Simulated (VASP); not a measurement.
# LaF5 (P4/mmm) in VASP: relaxation of cell and atoms with PBE

Aim: the relaxation of cell and atoms of LaF5 with PBE.

All numbers are computed with VASP 6.6.1; they aren't measurements. Logs are shortened: lines on timing, memory, paths and dates and some standing lists are left out, and cuts for length are marked.

### 1 The cell of the first run

The structure is tetragonal, space group P4/mmm (No. 123). The conventional cell has a = 3.293 Å, b = 3.293 Å, c = 10.431 Å, α = 90.00°, β = 90.00°, γ = 90.00°. Within 3.4 Å of La (site symmetry 4/mmm) lie 8 F at 2.59 Å and 4 La at 3.29 Å. Within 3.0 Å of F (site symmetry 4mm) lie 2 F at 2.24 to 2.42 Å and 4 La at 2.59 Å. Within 2.2 Å of F (site symmetry 4mm) lie 1 F at 1.67 Å. F (site symmetry 4/mmm) has 2 F at 1.67 Å within 2.2 Å.

The cell was generated, and may not be a known phase.

### 2 Relaxation of cell and atoms, PBE

INCAR reads:

```
  ALGO = Normal
  EDIFF = 1E-7
  EDIFFG = -0.01
  ENCUT = 600
  GGA = PE
  IBRION = 2
  ISIF = 3
  ISMEAR = 0
  LASPH = True
  LCHARG = False
  LREAL = False
  LWAVE = False
  NELM = 100
  NSW = 100
  PREC = Accurate
  SIGMA = 0.1
```

KPOINTS reads:

```
k-points
0
Gamma
  12 12 4
```

POSCAR reads:

```
LaF5
1.0
    3.2934336690      0.0000000000      0.0000000000
    0.0000000000      3.2934336690      0.0000000000
    0.0000000000      0.0000000000     10.4306229155
La F
1 5
Direct
    0.0000000000      0.0000000000      0.5000000000
    0.5000000000      0.5000000000      0.6075823236
    0.5000000000      0.5000000000      0.3924176764
    0.5000000000      0.5000000000      0.8400512403
    0.5000000000      0.5000000000      0.1599487597
    0.5000000000      0.5000000000      0.0000000000
```

Potentials or basis: VASP PAW PBE potentials, release 64 (La, F).

Started as:

```bash
$ cat potpaw_PBE.64/La/POTCAR potpaw_PBE.64/F/POTCAR > POTCAR
$ mpirun -np 1 vasp_std > vasp.out
```

OUTCAR:

```text
EDIFF = 1E-7
   EDIFFG = -0.01
   ENCUT = 600
   GGA = PE
   IBRION = 2
   ISIF = 3
   ISMEAR = 0
   LASPH = True
   LREAL = False
   NELM = 100
   NSW = 100
   PREC = Accurate

 ion  position               nearest neighbor table
   1  0.000  0.000  0.500-   2 2.59   3 2.59   2 2.59   3 2.59   2 2.59   3 2.59   2 2.59   3 2.59

   2  0.500  0.500  0.608-   1 2.59   1 2.59   1 2.59   1 2.59
   3  0.500  0.500  0.392-   1 2.59   1 2.59   1 2.59   1 2.59
   4  0.500  0.500  0.840-   6 1.67
   5  0.500  0.500  0.160-   6 1.67
   6  0.500  0.500  0.000-   4 1.67   5 1.67

  LATTYP: Found a simple tetragonal cell.
 ALAT       =     3.2934336690
 C/A-ratio  =     3.1670967033

  Lattice vectors:

 A1 = (   3.2934336690,   0.0000000000,   0.0000000000)
 A2 = (   0.0000000000,   3.2934336690,   0.0000000000)
 A3 = (   0.0000000000,   0.0000000000,  10.4306229155)

Analysis of symmetry for initial positions (statically):
=====================================================================
 Subroutine PRICEL returns:
 Original cell was already a primitive cell.

 Routine SETGRP: Setting up the symmetry group for a
 simple tetragonal supercell.

 Subroutine GETGRP returns: Found 16 space group operations
 (whereof 16 operations were pure point group operations)
 out of a pool of 16 trial point group operations.

The static configuration has the point symmetry D_4h.

Analysis of symmetry for dynamics (positions and initial velocities):
=====================================================================
 Subroutine PRICEL returns:
 Original cell was already a primitive cell.

 Routine SETGRP: Setting up the symmetry group for a
 simple tetragonal supercell.

 Subroutine GETGRP returns: Found 16 space group operations
 (whereof 16 operations were pure point group operations)
 out of a pool of 16 trial point group operations.

The dynamic configuration has the point symmetry D_4h.

 Subroutine INISYM returns: Found 16 space group operations
 (whereof 16 operations are pure point group operations),
 and found     1 'primitive' translations

----------------------------------------------------------------------------------------

                                     Primitive cell

  volume of cell :     113.1379

  direct lattice vectors                    reciprocal lattice vectors
     3.293433669  0.000000000  0.000000000     0.303634474  0.000000000  0.000000000
     0.000000000  3.293433669  0.000000000     0.000000000  0.303634474  0.000000000
     0.000000000  0.000000000 10.430622916     0.000000000  0.000000000  0.095871551

  length of vectors
     3.293433669  3.293433669 10.430622916     0.303634474  0.303634474  0.095871551

  position of ions in fractional coordinates (direct lattice)
     0.000000000  0.000000000  0.500000000
     0.500000000  0.500000000  0.607582324
     0.500000000  0.500000000  0.392417676
     0.500000000  0.500000000  0.840051240
     0.500000000  0.500000000  0.159948760
     0.500000000  0.500000000  0.000000000

  ion indices of the primitive-cell ions
   primitive index   ion index
                 1           1
                 2           2
                 3           3
                 4           4
                 5           5
                 6           6

----------------------------------------------------------------------------------------

 KPOINTS: k-points

Automatic generation of k-mesh.
 Grid dimensions read from file:
 generate k-points for:   12   12    4

 Generating k-lattice:

  Cartesian coordinates                     Fractional coordinates (reciprocal lattice)
     0.025302873  0.000000000  0.000000000     0.083333333  0.000000000  0.000000000
     0.000000000  0.025302873  0.000000000     0.000000000  0.083333333  0.000000000
     0.000000000  0.000000000  0.023967888     0.000000000  0.000000000  0.250000000

  Length of vectors
     0.025302873  0.025302873  0.023967888

  Shift w.r.t. Gamma in fractional coordinates (k-lattice)
     0.000000000  0.000000000  0.000000000

 Subroutine IBZKPT returns following result:
 ===========================================

 Found     84 irreducible k-points:

 Following reciprocal coordinates:
            Coordinates               Weight
  0.000000  0.000000  0.000000      1.000000
  0.083333  0.000000  0.000000      4.000000
  0.166667  0.000000  0.000000      4.000000
  0.250000  0.000000  0.000000      4.000000
  0.333333  0.000000  0.000000      4.000000
  0.416667  0.000000  0.000000      4.000000
[... 16 lines left out ...]
  0.333333  0.333333  0.000000      4.000000
  0.416667  0.333333  0.000000      8.000000
 [... further k-points ...]
   k-points           NKPTS =     84   k-points in BZ     NKDIM =     84   number of bands    NBANDS=     27
   number of dos      NEDOS =    301   number of ions     NIONS =      6
   total plane-waves  NPLWV =  65856
   dimension x,y,z NGX =    28 NGY =   28 NGZ =   84
   dimension x,y,z NGXF=    56 NGYF=   56 NGZF=  168
   ions per type =               1   5
   NGX,Y,Z   is equivalent  to a cutoff of  14.13, 14.13, 13.39 a.u.
   NGXF,Y,Z  is equivalent  to a cutoff of  28.27, 28.27, 26.78 a.u.
 SYSTEM =  unknown system
   PREC   = accura    normal or accurate (medium, high low for compatibility)
   ISTART =      0    job   : 0-new  1-cont  2-samecut
   ICHARG =      2    charge: 1-file 2-atom 10-const
   ISPIN  =      1    spin polarized calculation?
   LNONCOLLINEAR =      F non collinear calculations
   LSORBIT =      F    spin-orbit coupling
   LASPH  =      T    aspherical Exc in radial PAW
   ENCUT  =  600.0 eV  44.10 Ry    6.64 a.u.   6.58  6.58 20.83*2*pi/ulx,y,z
   NELM   =    100;   NELMIN=  2; NELMDL= -5     # of ELM steps
   EDIFF  = 0.1E-06   stopping-criterion for ELM
   LREAL  =      F    real-space projection
   EDIFFG = -.1E-01   stopping-criterion for IOM
   NSW    =    100    number of steps for IOM
   IBRION =      2    ionic relax: 0-MD 1-quasi-New 2-CG
   NFREE  =      1    steps in history (QN), initial steepest desc. (CG)
   ISIF   =      3    stress and relaxation
   ISYM   =      2    0-nonsym 1-usesym 2-fastsym
   POTIM  = 0.5000    time-step for ionic-motion
   TEBEG  =    0.0;   TEEND  =   0.0 temperature during run
   PSTRESS=    0.0 pullay stress
   NELECT =      46.0000    total number of electrons
   NUPDOWN=      -1.0000    fix difference up-down
   EMIN   =  10.00;   EMAX   =-10.00  energy-range for DOS
   EFERMI =   0.00;   METHOD = LEGACY
   ISMEAR =     0;   SIGMA  =   0.10  broadening in eV -4-tet -1-fermi 0-gaus
   EFERMI_NEDOS =   21; number of points for ismear=-14 and -15
   IALGO  =     38    algorithm
   IMIX   =      4    mixing-type and parameters
     AMIX     =   0.40;   BMIX     =  1.00
     AMIX_MAG =   1.60;   BMIX_MAG =  1.00
  volume/ion in A,a.u.               =      18.86       127.25
  Fermi-wavevector in a.u.,A,eV,Ry     =   1.212806  2.291871 20.012795  1.470899
  Thomas-Fermi vector in A             =   2.348278
   LORBIT       =      0    0 simple, 1 ext, 2 COOP (PROOUT), +10 PAW based schemes
   GGA     = PE    functional components
   LHFCALC =     F    Hartree Fock is set to
   AEXX    =    0.0000 exact exchange contribution
   IVDW    =     0    specifies the selected vdW correction
   LEPSILON=     F    determine dielectric tensor
   LRPA    =     F    only Hartree local field effects (RPA)
 conjugate gradient relaxation of ions
 non-spin polarized calculation
 Gauss-broadening in eV      SIGMA  =   0.10
  energy-cutoff  :      600.00
  volume of cell :      113.14
 maximum number of plane-waves:      3834
 NGX is ok and might be reduce to    28
   NGX = 13   NGY = 13   NGZ = 41

--------------------------------------- Ionic step        1  -------------------------------------------

 number of electron      46.0000027 magnetization

 Free energy of the ion-electron system (eV)
  ---------------------------------------------------
  ext. energy  EPLUGINS =         0.00000000
  ---------------------------------------------------
  free energy    TOTEN  =       -24.18229499 eV

  energy without entropy =      -24.14519856  energy(sigma->0) =      -24.16374678

------------------------ aborting loop because EDIFF is reached ----------------------------------------

  FORCE on cell =-STRESS in cart. coord.  units (eV):
  Direction    XX          YY          ZZ          XY          YZ          ZX
  --------------------------------------------------------------------------------------
  -------------------------------------------------------------------------------------
  Total       -0.1944944     -0.1944944     -0.1553539      0.0000000     -0.0000000     -0.0000000
  in kB       -2.7542900     -2.7542900     -2.2000093      0.0000000     -0.0000000     -0.0000000
  external PRESSURE =      -2.5695298 kB  Pullay stress =       0.0000000 kB
[... 185 lines left out ...]
  energy  without entropy=      -24.1463139659  energy(sigma->0) =      -24.16472483

--------------------------------------- Ionic step        6  -------------------------------------------

 number of electron      46.0000028 magnetization

 Free energy of the ion-electron system (eV)
  ---------------------------------------------------
  ext. energy  EPLUGINS =         0.00000000
  ---------------------------------------------------
  free energy    TOTEN  =       -24.18319043 eV

  energy without entropy =      -24.14634646  energy(sigma->0) =      -24.16476845

 E-fermi :  -0.1166     XC(G=0):  -7.9460

 val. band max:       -0.1171468284   @ k =   0.5000   0.0833   0.5000
 cond. band min:      -0.1120630855   @ k =   0.2500   0.0000   0.0000
 fundamental gap:      0.0050837429
 Fermi energy:        -0.1166093836

 k-point     1 :       0.0000    0.0000    0.0000
  band No.  band energies     occupation
      1     -34.1772      2.00000
      2     -24.7902      2.00000
      3     -24.5356      2.00000
      4     -22.7110      2.00000
      5     -20.4220      2.00000
      6     -18.7474      2.00000
[... 709 lines left out ...]
     26       1.1647      0.00000
     27       1.1858      0.00000

 [... further k-points ...]

------------------------ aborting loop because EDIFF is reached ----------------------------------------

  FORCE on cell =-STRESS in cart. coord.  units (eV):
  Direction    XX          YY          ZZ          XY          YZ          ZX
  --------------------------------------------------------------------------------------
  -------------------------------------------------------------------------------------
  Total        0.0147199      0.0147199     -0.0345170      0.0000000      0.0000000     -0.0000000
  in kB        0.2100756      0.2100756     -0.4926106      0.0000000      0.0000000     -0.0000000
  external PRESSURE =      -0.0241532 kB  Pullay stress =       0.0000000 kB
[... 21 lines left out ...]
  FREE ENERGIE OF THE ION-ELECTRON SYSTEM (eV)
  ---------------------------------------------------
  free  energy   TOTEN  =       -24.1831904308 eV

  energy  without entropy=      -24.1463464615  energy(sigma->0) =      -24.16476845

 reached required accuracy - stopping structural energy minimisation
```

Wall time 36 min (1 thread of Intel Xeon 6975P-C (Granite Rapids), shared host); peak memory 0.48 GiB.

Results:

```
Free energy                           : -24.1832 eV
Relaxed volume                        : 18.71 Å³/atom
Relaxed cell                          : a = 3.285 Å, b = 3.285 Å, c = 10.404 Å, α = 90.00°, β = 90.00°, γ = 90.00°
Space group after relaxing (to 0.1 Å) : P4/mmm (No. 123)
Energy gained by relaxing             : 0.1 meV/atom
Ionic steps                           : 6
Pressure after relaxing               : 0.0 GPa
Largest force after relaxing          : 0.006 eV/Å
Band gap on the k mesh                : zero (bands 23 and 24 overlap by 0.11 eV)
```

Forces in eV/Å, atoms in the order of the input:
```
La   0.000  0.000  0.000
F    0.000  0.000 -0.003
F    0.000  0.000  0.003
F    0.000  0.000 -0.006
F    0.000  0.000  0.006
F    0.000  0.000  0.000
```

Step by step:
```csv
step,energy change (eV),largest force (eV/Å),pressure (GPa),volume (Å³)
1,0.0000,0.0250,-0.26,113.14
2,-0.0006,0.0315,-0.07,112.64
3,-0.0007,0.0404,0.05,112.34
4,-0.0008,0.0103,-0.02,112.25
5,-0.0008,0.0045,0.00,112.28
6,-0.0009,0.0060,0.00,112.26
```

Final structure:
```
CELL_PARAMETERS angstrom
3.28493 0.00000 0.00000
0.00000 3.28493 0.00000
0.00000 0.00000 10.40370
ATOMIC_POSITIONS crystal
La 0.00000 0.00000 0.50000
F 0.50000 0.50000 0.60799
F 0.50000 0.50000 0.39201
F 0.50000 0.50000 0.83968
F 0.50000 0.50000 0.16032
F 0.50000 0.50000 0.00000
```

Levels at points of the mesh, in eV from the Fermi level:
```tsv
k point	band 20	band 21	band 22	band 23	band 24	band 25	band 26	band 27
(0.00, 0.00, 0.00)	-1.04	-0.83	-0.83	-0.01	-0.01	0.76	1.14	1.20
(0.50, 0.00, 0.00)	-0.93	-0.78	-0.43	0.02	0.76	0.82	1.17	1.21
(0.50, 0.50, 0.00)	-1.30	-0.91	-0.32	-0.32	0.93	0.93	1.34	1.34
(0.00, 0.00, 0.50)	-0.91	-0.84	-0.84	-0.01	-0.01	0.76	1.14	1.20
(0.50, 0.00, 0.50)	-0.87	-0.78	-0.40	0.02	0.74	0.82	1.17	1.20
(0.50, 0.50, 0.50)	-1.30	-0.81	-0.32	-0.32	0.93	0.93	1.34	1.35
```

Caveat: spin-orbit coupling is left out, which moves the levels of the heavy elements.
